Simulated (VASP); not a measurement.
# FePt (P4/mmm) in VASP: a series of runs

Runs on FePt. Level: PBE. Tasks: single point.

Everything below comes from runs of VASP 6.6.1. Logs are shortened: lines on timing, memory, paths and dates and some standing lists are left out, and cuts for length are marked.

## (1) The cell of the first run

Symmetry: P4/mmm, No. 123, tetragonal system. The conventional cell has a = 2.724 Å, b = 2.724 Å, c = 3.720 Å, α = 90.00°, β = 90.00°, γ = 90.00°. Pt (site symmetry 4/mmm) has 8 Fe at 2.68 Å and 4 Pt at 2.72 Å within 3.5 Å. Within 3.5 Å of Fe (site symmetry 4/mmm) lie 8 Pt at 2.68 Å and 4 Fe at 2.72 Å.

## (2) Single point, PBE, collinear spin, ferromagnetic start

File INCAR:

```
SYSTEM = FePt
PREC = Accurate ; ENCUT = 520
EDIFF = 1E-6 ; ISMEAR = -1
SIGMA = 0.1 ; LREAL = .False.
LASPH = .True. ; NELM = 150
ALGO = Normal ; ISIF = 2
LWAVE = .False. ; LCHARG = .False.
ISPIN = 2 ; MAGMOM = 0 3
LORBIT = 11 ; LMAXMIX = 4
GGA = PE ; NBANDS = 20
```

File KPOINTS:

```
regular mesh
0
Gamma
  8 8 6
  0 0 0
```

File POSCAR:

```
FePt
1.0
    2.7235000000      0.0000000000      0.0000000000
    0.0000000000      2.7235000000      0.0000000000
    0.0000000000      0.0000000000      3.7200000000
Pt Fe
1 1
Direct
    0.5000000000      0.5000000000      0.5000000000
    0.0000000000      0.0000000000      0.0000000000
```

Potentials or basis: VASP PAW PBE potentials, release 64 (Pt, Fe).

Run with:

```bash
> cat potpaw_PBE.64/Pt/POTCAR potpaw_PBE.64/Fe/POTCAR > POTCAR
> mpirun -np 1 vasp_std > vasp.out
```

OUTCAR:

```text
SYSTEM = FePt
   PREC = Accurate
   ENCUT = 520
   EDIFF = 1E-6
   ISMEAR = -1
   LREAL = .False.
   LASPH = .True.
   NELM = 150
   ISIF = 2
   ISPIN = 2
   LORBIT = 11
   GGA = PE

 ion  position               nearest neighbor table
   1  0.500  0.500  0.500-   2 2.68   2 2.68   2 2.68   2 2.68   2 2.68   2 2.68   2 2.68   2 2.68

   2  0.000  0.000  0.000-   1 2.68   1 2.68   1 2.68   1 2.68   1 2.68   1 2.68   1 2.68   1 2.68

  LATTYP: Found a simple tetragonal cell.
 ALAT       =     2.7235000000
 C/A-ratio  =     1.3658894804

  Lattice vectors:

 A1 = (   2.7235000000,   0.0000000000,   0.0000000000)
 A2 = (   0.0000000000,   2.7235000000,   0.0000000000)
 A3 = (   0.0000000000,   0.0000000000,   3.7200000000)

Analysis of symmetry for initial positions (statically):
=====================================================================
 Subroutine PRICEL returns:
 Original cell was already a primitive cell.

 Routine SETGRP: Setting up the symmetry group for a
 simple tetragonal supercell.

 Subroutine GETGRP returns: Found 16 space group operations
 (whereof 16 operations were pure point group operations)
 out of a pool of 16 trial point group operations.

The static configuration has the point symmetry D_4h.

Analysis of symmetry for dynamics (positions and initial velocities):
=====================================================================
 Subroutine PRICEL returns:
 Original cell was already a primitive cell.

 Routine SETGRP: Setting up the symmetry group for a
 simple tetragonal supercell.

 Subroutine GETGRP returns: Found 16 space group operations
 (whereof 16 operations were pure point group operations)
 out of a pool of 16 trial point group operations.

The dynamic configuration has the point symmetry D_4h.

Analysis of structural, dynamic, and magnetic symmetry:
=====================================================================
 Subroutine PRICEL returns:
 Original cell was already a primitive cell.

 Routine SETGRP: Setting up the symmetry group for a
 simple tetragonal supercell.

 Subroutine GETGRP returns: Found 16 space group operations
 (whereof 16 operations were pure point group operations)
 out of a pool of 16 trial point group operations.

The overall configuration has the point symmetry D_4h.

 Subroutine INISYM returns: Found 16 space group operations
 (whereof 16 operations are pure point group operations),
 and found     1 'primitive' translations

----------------------------------------------------------------------------------------

                                     Primitive cell

  volume of cell :      27.5929

  direct lattice vectors                    reciprocal lattice vectors
     2.723500000  0.000000000  0.000000000     0.367174592  0.000000000  0.000000000
     0.000000000  2.723500000  0.000000000     0.000000000  0.367174592  0.000000000
     0.000000000  0.000000000  3.720000000     0.000000000  0.000000000  0.268817204

  length of vectors
     2.723500000  2.723500000  3.720000000     0.367174592  0.367174592  0.268817204

  position of ions in fractional coordinates (direct lattice)
     0.500000000  0.500000000  0.500000000
     0.000000000  0.000000000  0.000000000

  ion indices of the primitive-cell ions
   primitive index   ion index
                 1           1
                 2           2

----------------------------------------------------------------------------------------

 KPOINTS: regular mesh

Automatic generation of k-mesh.
 Grid dimensions read from file:
 generate k-points for:    8    8    6

 Generating k-lattice:

  Cartesian coordinates                     Fractional coordinates (reciprocal lattice)
     0.045896824  0.000000000  0.000000000     0.125000000  0.000000000  0.000000000
     0.000000000  0.045896824  0.000000000     0.000000000  0.125000000  0.000000000
     0.000000000  0.000000000  0.044802867     0.000000000  0.000000000  0.166666667

  Length of vectors
     0.045896824  0.045896824  0.044802867

  Shift w.r.t. Gamma in fractional coordinates (k-lattice)
     0.000000000  0.000000000  0.000000000

 Subroutine IBZKPT returns following result:
 ===========================================

 Found     60 irreducible k-points:

 Following reciprocal coordinates:
            Coordinates               Weight
  0.000000  0.000000  0.000000      1.000000
  0.125000  0.000000  0.000000      4.000000
  0.250000  0.000000  0.000000      4.000000
  0.375000  0.000000  0.000000      4.000000
  0.500000  0.000000  0.000000      2.000000
  0.125000  0.125000  0.000000      4.000000
[... 16 lines left out ...]
  0.375000  0.125000  0.166667     16.000000
  0.500000  0.125000  0.166667      8.000000
 [... further k-points ...]
   k-points           NKPTS =     60   k-points in BZ     NKDIM =     60   number of bands    NBANDS=     20
   number of dos      NEDOS =    301   number of ions     NIONS =      2
   total plane-waves  NPLWV =  11200
   dimension x,y,z NGX =    20 NGY =   20 NGZ =   28
   dimension x,y,z NGXF=    40 NGYF=   40 NGZF=   56
   ions per type =               1   1
   NGX,Y,Z   is equivalent  to a cutoff of  12.21, 12.21, 12.51 a.u.
   NGXF,Y,Z  is equivalent  to a cutoff of  24.42, 24.42, 25.03 a.u.
 SYSTEM =  FePt
   PREC   = accura    normal or accurate (medium, high low for compatibility)
   ISTART =      0    job   : 0-new  1-cont  2-samecut
   ICHARG =      2    charge: 1-file 2-atom 10-const
   ISPIN  =      2    spin polarized calculation?
   LNONCOLLINEAR =      F non collinear calculations
   LSORBIT =      F    spin-orbit coupling
   LASPH  =      T    aspherical Exc in radial PAW
   ENCUT  =  520.0 eV  38.22 Ry    6.18 a.u.   5.06  5.06  6.92*2*pi/ulx,y,z
   NELM   =    150;   NELMIN=  2; NELMDL= -5     # of ELM steps
   EDIFF  = 0.1E-05   stopping-criterion for ELM
   LREAL  =      F    real-space projection
[... 7 lines left out ...]
   TEBEG  =    0.0;   TEEND  =   0.0 temperature during run
   PSTRESS=    0.0 pullay stress
   NELECT =      18.0000    total number of electrons
   NUPDOWN=      -1.0000    fix difference up-down
   EMIN   =  10.00;   EMAX   =-10.00  energy-range for DOS
   EFERMI =   0.00;   METHOD = LEGACY
   ISMEAR =    -1;   SIGMA  =   0.10  broadening in eV -4-tet -1-fermi 0-gaus
   EFERMI_NEDOS =   21; number of points for ismear=-14 and -15
   IALGO  =     38    algorithm
   IMIX   =      4    mixing-type and parameters
     AMIX     =   0.40;   BMIX     =  1.00
     AMIX_MAG =   1.60;   BMIX_MAG =  1.00
  volume/ion in A,a.u.               =      13.80        93.10
  Fermi-wavevector in a.u.,A,eV,Ry     =   1.419819  2.683070 27.427809  2.015887
  Thomas-Fermi vector in A             =   2.540800
   LORBIT       =     11    0 simple, 1 ext, 2 COOP (PROOUT), +10 PAW based schemes
   GGA     = PE    functional components
   LHFCALC =     F    Hartree Fock is set to
   AEXX    =    0.0000 exact exchange contribution
   IVDW    =     0    specifies the selected vdW correction
   LEPSILON=     F    determine dielectric tensor
   LRPA    =     F    only Hartree local field effects (RPA)
 spin polarized calculation
  energy-cutoff  :      520.00
  volume of cell :       27.59
 maximum number of plane-waves:       760
   NGX = 11   NGY = 11   NGZ = 13

 number of electron      17.9999997 magnetization       3.3298432

 Free energy of the ion-electron system (eV)
  ---------------------------------------------------
  ext. energy  EPLUGINS =         0.00000000
  ---------------------------------------------------
  free energy    TOTEN  =       -14.83646330 eV

  energy without entropy =      -14.79388994  energy(sigma->0) =      -14.81517662

 E-fermi :   8.6632     XC(G=0): -13.0584

 val. band max:        8.5965818890   @ k =   0.5000   0.3750   0.3333
 cond. band min:       8.7125091443   @ k =   0.2500   0.2500   0.1667
 fundamental gap:      0.1159272554
 Fermi energy:         8.6632042710

 spin component 1

 k-point     1 :       0.0000    0.0000    0.0000
  band No.  band energies     occupation
      1      -0.8932      1.00000
      2       2.3437      1.00000
      3       2.5254      1.00000
      4       5.2371      1.00000
      5       5.2371      1.00000
      6       5.7472      1.00000
[... 12 lines left out ...]
     19      30.2293      0.00000
     20      30.2293      0.00000

 k-point     2 :       0.1250    0.0000    0.0000
  band No.  band energies     occupation
      1      -0.4929      1.00000
      2       2.5478      1.00000
      3       2.8067      1.00000
      4       5.0779      1.00000
      5       5.3516      1.00000
      6       5.8438      1.00000
[... 498 lines left out ...]
 k-point    24 :       0.5000    0.1250    0.1667
  band No.  band energies     occupation
      1       2.9097      1.00000
      2       3.0853      1.00000
      3       4.3315      1.00000
      4       4.4174      1.00000
      5       5.0386      1.00000
      6       5.4713      1.00000
[... 12 lines left out ...]
     19      28.6691      0.00000
     20      30.5602      0.00000

 [... further k-points ...]

 spin component 2

 k-point     1 :       0.0000    0.0000    0.0000
  band No.  band energies     occupation
      1      -0.7447      1.00000
      2       2.9357      1.00000
      3       2.9393      1.00000
      4       6.3502      1.00000
      5       6.3502      1.00000
      6       7.9024      0.99950
[... 12 lines left out ...]
     19      30.3403      0.00000
     20      30.3403      0.00000

 k-point     2 :       0.1250    0.0000    0.0000
  band No.  band energies     occupation
      1      -0.3423      1.00000
      2       3.0822      1.00000
      3       3.2918      1.00000
      4       5.9730      1.00000
      5       6.4621      1.00000
      6       7.6775      0.99995
[... 498 lines left out ...]
 k-point    24 :       0.5000    0.1250    0.1667
  band No.  band energies     occupation
      1       3.2371      1.00000
      2       3.5030      1.00000
      3       4.7468      1.00000
      4       4.8921      1.00000
      5       6.0664      1.00000
      6       6.9521      1.00000
[... 12 lines left out ...]
     19      29.1844      0.00000
     20      30.5870      0.00000

 [... further k-points ...]

------------------------ aborting loop because EDIFF is reached ----------------------------------------

  FORCE on cell =-STRESS in cart. coord.  units (eV):
  Direction    XX          YY          ZZ          XY          YZ          ZX
  --------------------------------------------------------------------------------------
  -------------------------------------------------------------------------------------
  Total        0.5211490      0.5211490      0.6620696      0.0000000     -0.0000000      0.0000000
  in kB       30.2604100     30.2604100     38.4429333      0.0000000     -0.0000000      0.0000000
  external PRESSURE =      32.9879178 kB  Pullay stress =       0.0000000 kB

 VOLUME and BASIS-vectors are now :
 -----------------------------------------------------------------------------
  energy-cutoff  :      520.00
  volume of cell :       27.59
      direct lattice vectors                 reciprocal lattice vectors
     2.723500000  0.000000000  0.000000000     0.367174592  0.000000000  0.000000000
     0.000000000  2.723500000  0.000000000     0.000000000  0.367174592  0.000000000
     0.000000000  0.000000000  3.720000000     0.000000000  0.000000000  0.268817204

 POSITION                                       TOTAL-FORCE (eV/Angst)
 -----------------------------------------------------------------------------------
      1.36175      1.36175      1.86000         0.000000      0.000000      0.000000
      0.00000      0.00000      0.00000         0.000000      0.000000      0.000000
 -----------------------------------------------------------------------------------
    total drift:                               -0.000000      0.000000      0.000000

  FREE ENERGIE OF THE ION-ELECTRON SYSTEM (eV)
  ---------------------------------------------------
  free  energy   TOTEN  =       -14.8364633035 eV

  energy  without entropy=      -14.7938899384  energy(sigma->0) =      -14.81517662

 total charge

# of ion       s       p       d       tot
------------------------------------------
    1        0.716   0.665   8.057   9.438
    2        0.410   0.454   6.119   6.983
--------------------------------------------------
tot          1.125   1.119  14.176  16.421

 magnetization (x)

# of ion       s       p       d       tot
------------------------------------------
    1       -0.024  -0.062   0.442   0.356
    2        0.005  -0.003   2.944   2.946
--------------------------------------------------
tot         -0.019  -0.065   3.385   3.301
```

Run time: 54 s. Hardware: 1 thread of AMD EPYC 7R13, shared host; peak memory 0.15 GiB.

Results:

```
Free energy                                           : -14.8365 eV
Pressure                                              : 3.3 GPa
Net moment                                            : 3.33 μB per cell
Site moments                                          : Pt +0.36; Fe +2.95 μB
Valence electrons inside the program's atomic spheres : Pt 9.44; Fe 6.98
```

Caveat: the cell stands under pressure; spin-orbit coupling is left out, which moves the levels of the heavy elements.

## (3) Single point, PBE, collinear spin, ferromagnetic start

File INCAR:

```
PREC = Accurate ; ENCUT = 520
EDIFF = 1E-6 ; ISMEAR = -1
SIGMA = 0.1 ; LREAL = False
LASPH = True ; NELM = 150
ALGO = Fast ; ISIF = 2
LWAVE = False ; LCHARG = False
ISPIN = 2 ; MAGMOM = 0 3
LORBIT = 11 ; LMAXMIX = 4
GGA = PE ; NBANDS = 20
```

File KPOINTS:

```
Automatic mesh
0
Gamma
  8 8 6
```

POSCAR is that of step 2.

Potentials or basis: VASP PAW PBE potentials, release 64 (Pt, Fe).

Run with:

```bash
> cat potpaw_PBE.64/Pt/POTCAR potpaw_PBE.64/Fe/POTCAR > POTCAR
> mpirun -np 1 vasp_std > vasp.out
```

Wall time 47 s (1 thread of AMD EPYC 7R13, shared host); peak memory 0.15 GiB.

The run converged. Its results:

| Property | Result |
| --- | --- |
| Free energy | -14.8365 eV |
| Pressure | 3.3 GPa |
| Net moment | 3.33 μB per cell |
| Site moments | Pt +0.36; Fe +2.95 μB |
| Valence electrons inside the program's atomic spheres | Pt 9.44; Fe 6.98 |

Stress tensor (GPa, compression positive):
```
2.99 0.00 0.00
0.00 2.99 0.00
0.00 0.00 3.81
```

Levels at points of the mesh, in eV from the Fermi level:
Spin up:
| k point | band 9 | band 10 | band 11 | band 12 | band 13 | band 14 |
| --- | --- | --- | --- | --- | --- | --- |
| (0.00, 0.00, 0.00) | -0.49 | -0.37 | -0.37 | 2.32 | 9.80 | 11.69 |
| (0.50, 0.00, 0.00) | -2.15 | -1.59 | 0.15 | 2.07 | 10.49 | 10.58 |
| (0.50, 0.50, 0.00) | -0.46 | 0.59 | 1.64 | 1.64 | 7.62 | 10.06 |
| (0.00, 0.00, 0.50) | -2.12 | -2.12 | -1.86 | -0.79 | 15.67 | 15.70 |
| (0.50, 0.00, 0.50) | -0.55 | -0.49 | -0.45 | -0.39 | 4.74 | 6.84 |
| (0.50, 0.50, 0.50) | -1.07 | 0.60 | 6.89 | 6.89 | 7.72 | 8.37 |
Spin down:
```tsv
k point	band 6	band 7	band 8	band 9	band 10	band 11
(0.00, 0.00, 0.00)	-0.76	-0.71	0.62	1.71	1.72	1.72
(0.50, 0.00, 0.00)	-1.32	-1.13	-0.86	0.55	0.74	2.42
(0.50, 0.50, 0.00)	1.28	1.67	1.75	1.79	1.79	1.79
(0.00, 0.00, 0.50)	-1.85	-1.38	-0.52	0.21	0.48	0.48
(0.50, 0.00, 0.50)	-0.43	-0.40	-0.34	0.95	1.53	1.61
(0.50, 0.50, 0.50)	-1.32	-1.32	0.81	1.00	1.75	7.62
```

Caveat: the cell stands under pressure; spin-orbit coupling is left out, which moves the levels of the heavy elements.
